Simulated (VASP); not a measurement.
The system is CuO.

```
CELL_PARAMETERS angstrom
2.34185 -1.71130 0.00000
2.34185 1.71130 0.00000
-0.85003 0.00000 5.05787
ATOMIC_POSITIONS crystal
Cu 0.50000 0.00000 0.50000
Cu 0.00000 0.50000 0.00000
O 0.41840 0.58160 0.75000
O 0.58160 0.41840 0.25000
```

Base run:

```yaml
Program: VASP 6.6.1
Functional: revPBE
Potentials_or_basis: VASP PAW PBE potentials, release 64 (Cu, O)
Cutoff: 520 eV
k_mesh: 10 × 10 × 5
Occupations: fermi-dirac, width 0.05 eV
Spin: no spin polarisation
```

Its results: band gap on the k mesh zero (bands 17 and 18 overlap by 0.60 eV); pressure 10.6 GPa; largest force 0.167 eV/Å.

Problem. The run is repeated on the same cell with these changes: functional from revPBE to RPBE. What comes out?

Solution. Band gap on the k mesh zero (bands 17 and 18 overlap by 0.60 eV); pressure 12.1 GPa; largest force 0.147 eV/Å.

Caveats: the cell stands under pressure; the PAW data sets were made with another functional, which shifts forces and pressure a little; semilocal functionals often make such compounds metallic where correlation or magnetic order opens a gap, which also shifts bond lengths.
